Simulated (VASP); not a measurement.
# P (Fm-3m) in VASP: notebook, part 2 of 2

VASP 6.6.1.

**3. Single point, r2SCAN**

This run uses another cell than the first one, of 14.44 Å³/atom.

POSCAR reads:

```
P
1.0
    0.0000000000      1.9327237879      1.9327237879
    1.9327237879      0.0000000000      1.9327237879
    1.9327237879      1.9327237879      0.0000000000
P
1
Direct
    0.0000000000      0.0000000000      0.0000000000
```

INCAR.step1 reads:

```
  PREC = Accurate
  ENCUT = 520
  ISMEAR = 0
  SIGMA = 0.02
  LREAL = False
  LASPH = True
  NELM = 100
  NBANDS = 8
  GGA = PE
  ALGO = Normal
  EDIFF = 1E-4
  LWAVE = True
  LCHARG = False
```

INCAR.step2 reads:

```
  PREC = Accurate
  ENCUT = 520
  EDIFF = 1E-6
  ISMEAR = 0
  SIGMA = 0.02
  LREAL = False
  LASPH = True
  NELM = 100
  ALGO = Normal
  ISIF = 2
  LWAVE = False
  LCHARG = True
  METAGGA = R2SCAN
  LMIXTAU = True
  LELF = True
  LVHAR = True
  NBANDS = 8
  ISTART = 1
```

KPOINTS reads:

```
regular mesh
0
Gamma
  9 9 9
```

Potentials or basis: VASP PAW PBE potentials, release 64 (P).

On the command line:

```
> cat potpaw_PBE.64/P/POTCAR > POTCAR
> cp INCAR.step1 INCAR
> mpirun -np 1 vasp_std > vasp.out
> cp INCAR.step2 INCAR
> mpirun -np 1 vasp_std > vasp.out
```

OUTCAR:

```text
PREC = Accurate
   ENCUT = 520
   EDIFF = 1E-6
   ISMEAR = 0
   LREAL = False
   LASPH = True
   NELM = 100
   ISIF = 2
   METAGGA = R2SCAN
   ISTART = 1

 ion  position               nearest neighbor table
   1  0.000  0.000  0.000-

  LATTYP: Found a face centered cubic cell.
 ALAT       =     3.8654475758

  Lattice vectors:

 A1 = (   0.0000000000,   1.9327237879,   1.9327237879)
 A2 = (   1.9327237879,   0.0000000000,   1.9327237879)
 A3 = (   1.9327237879,   1.9327237879,   0.0000000000)

Analysis of symmetry for initial positions (statically):
=====================================================================
 Subroutine PRICEL returns:
 Original cell was already a primitive cell.

 Routine SETGRP: Setting up the symmetry group for a
 face centered cubic supercell.

 Subroutine GETGRP returns: Found 48 space group operations
 (whereof 48 operations were pure point group operations)
 out of a pool of 48 trial point group operations.

The static configuration has the point symmetry O_h .

Analysis of symmetry for dynamics (positions and initial velocities):
=====================================================================
 Subroutine PRICEL returns:
 Original cell was already a primitive cell.

 Routine SETGRP: Setting up the symmetry group for a
 face centered cubic supercell.

 Subroutine GETGRP returns: Found 48 space group operations
 (whereof 48 operations were pure point group operations)
 out of a pool of 48 trial point group operations.

The dynamic configuration has the point symmetry O_h .

 Subroutine INISYM returns: Found 48 space group operations
 (whereof 48 operations are pure point group operations),
 and found     1 'primitive' translations

----------------------------------------------------------------------------------------

                                     Primitive cell

[... 108 lines left out ...]
     AMIX_MAG =   1.60;   BMIX_MAG =  1.00
  volume/ion in A,a.u.               =      14.44        97.44
  Fermi-wavevector in a.u.,A,eV,Ry     =   1.149613  2.172454 17.981600  1.321610
  Thomas-Fermi vector in A             =   2.286282
   LORBIT       =      0    0 simple, 1 ext, 2 COOP (PROOUT), +10 PAW based schemes
   METAGGA = R2SCAN    functional components
   LHFCALC =     F    Hartree Fock is set to
   AEXX    =    0.0000 exact exchange contribution
   IVDW    =     0    specifies the selected vdW correction
   LEPSILON=     F    determine dielectric tensor
   LRPA    =     F    only Hartree local field effects (RPA)
 non-spin polarized calculation
 Gauss-broadening in eV      SIGMA  =   0.02
  energy-cutoff  :      520.00
  volume of cell :       14.44
 maximum number of plane-waves:       397
   NGX = 11   NGY = 11   NGZ = 11

 number of electron       4.9999999 magnetization

 Free energy of the ion-electron system (eV)
  ---------------------------------------------------
  ext. energy  EPLUGINS =         0.00000000
  ---------------------------------------------------
  free energy    TOTEN  =        -7.84509050 eV

  energy without entropy =       -7.84433435  energy(sigma->0) =       -7.84471243

 E-fermi :  10.1312     XC(G=0): -12.2515

 val. band max:       10.1299448554   @ k =  -0.4444   0.3333   0.1111
 cond. band min:      10.3645700901   @ k =   0.4444   0.2222   0.0000
 fundamental gap:      0.2346252347
 Fermi energy:        10.1311816281

 k-point     1 :       0.0000    0.0000    0.0000
  band No.  band energies     occupation
      1      -7.4660      2.00000
      2      17.1772      0.00000
      3      17.1772      0.00000
      4      17.1772      0.00000
      5      21.9838      0.00000
      6      21.9838      0.00000
      7      21.9838      0.00000
      8      28.6334      0.00000
[... 243 lines left out ...]
 k-point    24 :       0.4444    0.4444    0.0000
  band No.  band energies     occupation
      1       0.1583      2.00000
      2       4.3605      2.00000
      3      10.6954      0.00000
      4      10.6954      0.00000
      5      14.6251      0.00000
      6      15.6365      0.00000
      7      34.0027      0.00000
      8      35.3282      0.00000

 [... further k-points ...]

------------------------ aborting loop because EDIFF is reached ----------------------------------------

  FORCE on cell =-STRESS in cart. coord.  units (eV):
  Direction    XX          YY          ZZ          XY          YZ          ZX
  --------------------------------------------------------------------------------------
  -------------------------------------------------------------------------------------
  Total       -0.0052369     -0.0052369     -0.0052369      0.0000000      0.0000000     -0.0000000
  in kB       -0.5810974     -0.5810974     -0.5810974      0.0000000      0.0000000     -0.0000000
  external PRESSURE =      -0.5810974 kB  Pullay stress =       0.0000000 kB

 VOLUME and BASIS-vectors are now :
 -----------------------------------------------------------------------------
  energy-cutoff  :      520.00
  volume of cell :       14.44
      direct lattice vectors                 reciprocal lattice vectors
     0.000000000  1.932723788  1.932723788    -0.258702254  0.258702254  0.258702254
     1.932723788  0.000000000  1.932723788     0.258702254 -0.258702254  0.258702254
     1.932723788  1.932723788  0.000000000     0.258702254  0.258702254 -0.258702254

 POSITION                                       TOTAL-FORCE (eV/Angst)
 -----------------------------------------------------------------------------------
      0.00000      0.00000      0.00000         0.000000      0.000000      0.000000
 -----------------------------------------------------------------------------------
    total drift:                               -0.000000      0.000000     -0.000000

  FREE ENERGIE OF THE ION-ELECTRON SYSTEM (eV)
  ---------------------------------------------------
  free  energy   TOTEN  =        -7.8450905036 eV

  energy  without entropy=       -7.8443343546  energy(sigma->0) =       -7.84471243
```

Run time: 7.2 s. Hardware: 1 thread of Intel Xeon 6975P-C (Granite Rapids), shared host; peak memory 0.12 GiB.

What came out:

```yaml
Free_energy: -7.8451 eV
Pressure: -0.1 GPa
Band_gap_on_the_k_mesh: zero (an odd number of electrons rules out a gap without spin polarisation)
```

Levels at points of the mesh, in eV from the Fermi level:
| k point | band 1 | band 2 | band 3 | band 4 | band 5 | band 6 | band 7 |
| --- | --- | --- | --- | --- | --- | --- | --- |
| (0.00, 0.00, 0.00) | -17.60 | 7.05 | 7.05 | 7.05 | 11.85 | 11.85 | 11.85 |

Caveat: the PAW data sets were made with another functional, which shifts forces and pressure a little.

**4. Relaxation of cell and atoms, r2SCAN**

This run uses another cell than the first one, of 14.44 Å³/atom.

POSCAR is that of step 3.

INCAR.step1 reads:

```
ALGO = Normal
EDIFF = 1E-4
ENCUT = 600
GGA = PE
ISMEAR = 0
LASPH = True
LCHARG = False
LREAL = False
LWAVE = True
NELM = 60
PREC = Accurate
SIGMA = 0.02
```

INCAR.step2 reads:

```
ALGO = Normal
EDIFF = 1E-7
EDIFFG = -0.02
ENCUT = 600
IBRION = 2
ISIF = 3
ISMEAR = 0
ISTART = 1
LASPH = True
LCHARG = False
LMIXTAU = True
LREAL = False
LWAVE = False
METAGGA = R2SCAN
NELM = 60
NSW = 50
PREC = Accurate
SIGMA = 0.02
```

KPOINTS reads:

```
k-points
0
Gamma
  9 9 9
```

Potentials or basis: VASP PAW PBE potentials, release 64 (P).

On the command line:

```
> cat potpaw_PBE.64/P/POTCAR > POTCAR
> cp INCAR.step1 INCAR
> mpirun -np 1 vasp_std > vasp.out
> cp INCAR.step2 INCAR
> mpirun -np 1 vasp_std > vasp.out
```

OUTCAR:

```text
EDIFF = 1E-7
   EDIFFG = -0.02
   ENCUT = 600
   IBRION = 2
   ISIF = 3
   ISMEAR = 0
   ISTART = 1
   LASPH = True
   LREAL = False
   METAGGA = R2SCAN
   NELM = 60
   NSW = 50
   PREC = Accurate

 ion  position               nearest neighbor table
   1  0.000  0.000  0.000-

  LATTYP: Found a face centered cubic cell.
 ALAT       =     3.8654475758

  Lattice vectors:

 A1 = (   0.0000000000,   1.9327237879,   1.9327237879)
 A2 = (   1.9327237879,   0.0000000000,   1.9327237879)
 A3 = (   1.9327237879,   1.9327237879,   0.0000000000)

[... 400 lines left out ...]

  FORCE on cell =-STRESS in cart. coord.  units (eV):
  Direction    XX          YY          ZZ          XY          YZ          ZX
  --------------------------------------------------------------------------------------
  -------------------------------------------------------------------------------------
  Total       -0.0031254     -0.0031254     -0.0031254      0.0000000      0.0000000     -0.0000000
  in kB       -0.3468018     -0.3468018     -0.3468018      0.0000000      0.0000000     -0.0000000
  external PRESSURE =      -0.3468018 kB  Pullay stress =       0.0000000 kB

 VOLUME and BASIS-vectors are now :
 -----------------------------------------------------------------------------
  energy-cutoff  :      600.00
  volume of cell :       14.44
      direct lattice vectors                 reciprocal lattice vectors
     0.000000000  1.932723788  1.932723788    -0.258702254  0.258702254  0.258702254
     1.932723788  0.000000000  1.932723788     0.258702254 -0.258702254  0.258702254
     1.932723788  1.932723788  0.000000000     0.258702254  0.258702254 -0.258702254

 POSITION                                       TOTAL-FORCE (eV/Angst)
 -----------------------------------------------------------------------------------
      0.00000      0.00000      0.00000        -0.000000      0.000000     -0.000000
 -----------------------------------------------------------------------------------
    total drift:                                0.000000     -0.000000     -0.000000

  FREE ENERGIE OF THE ION-ELECTRON SYSTEM (eV)
  ---------------------------------------------------
  free  energy   TOTEN  =        -7.8454791543 eV

  energy  without entropy=       -7.8447229290  energy(sigma->0) =       -7.84510104

 reached required accuracy - stopping structural energy minimisation
```

OSZICAR.step1:

```text
N       E                     dE             d eps       ncg     rms          rms(c)
DAV:   1     0.495281615012E+01    0.49528E+01   -0.23871E+03   426   0.685E+02
DAV:   2    -0.440308388338E+01   -0.93559E+01   -0.89009E+01   660   0.784E+01
DAV:   3    -0.451625676258E+01   -0.11317E+00   -0.11317E+00   456   0.940E+00
DAV:   4    -0.451647979407E+01   -0.22303E-03   -0.22303E-03   684   0.488E-01
DAV:   5    -0.451648035946E+01   -0.56539E-06   -0.56492E-06   450   0.122E-02    0.399E+00
DAV:   6    -0.450928094650E+01    0.71994E-02   -0.49637E-03   528   0.485E-01    0.230E+00
DAV:   7    -0.450637955417E+01    0.29014E-02   -0.82033E-03   420   0.631E-01    0.115E-01
DAV:   8    -0.450638220726E+01   -0.26531E-05   -0.70343E-05   456   0.808E-02
   1 F= -.45063822E+01 E0= -.45060084E+01  d E =-.747665E-03
```

Run time: 6.7 s. Hardware: 1 thread of Intel Xeon 6975P-C (Granite Rapids), shared host; peak memory 0.13 GiB.

Results:

```yaml
Free_energy: -7.8455 eV
Pressure_after_relaxing: 0.0 GPa
Band_gap_on_the_k_mesh: zero (an odd number of electrons rules out a gap without spin polarisation)
```

Final structure:
```
P
1.0
     0.00000    1.93272    1.93272
     1.93272    0.00000    1.93272
     1.93272    1.93272    0.00000
P
1
Cartesian
  0.0000 0.0000 0.0000
```

Levels at points of the mesh, in eV from the Fermi level:
| k point | band 1 | band 2 | band 3 | band 4 | band 5 | band 6 |
| --- | --- | --- | --- | --- | --- | --- |
| (0.00, 0.00, 0.00) | -17.60 | 7.05 | 7.05 | 7.05 | 11.85 | 11.85 |

Caveat: the relaxation stopped at its first step, so nothing moved; the PAW data sets were made with another functional, which shifts forces and pressure a little.

**5. The runs side by side**

```csv
task,cell,cutoff (eV),gap on the mesh (eV),pressure (GPa)
relaxation of cell and atoms,"relaxed from a = 2.744 Å, angles 60.0°, 1 atom",550,none,0.0
single point,"a = 2.733 Å, angles 60.0°, 1 atom",520,none,-0.1
relaxation of cell and atoms,"relaxed from a = 2.733 Å, angles 60.0°, 1 atom",600,none,0.0
```

Alike in all rows: level r2SCAN; potentials or basis VASP PAW PBE potentials, release 64 (P); no spin polarisation; k mesh 9 × 9 × 9; smearing gaussian 0.02 eV.

Caveats: the PAW data sets were made with another functional, which shifts forces and pressure a little; the relaxation stopped at its first step, so nothing moved (at least some runs).

Total energies depend on the potentials used, so only differences within one code and one set of settings carry meaning.
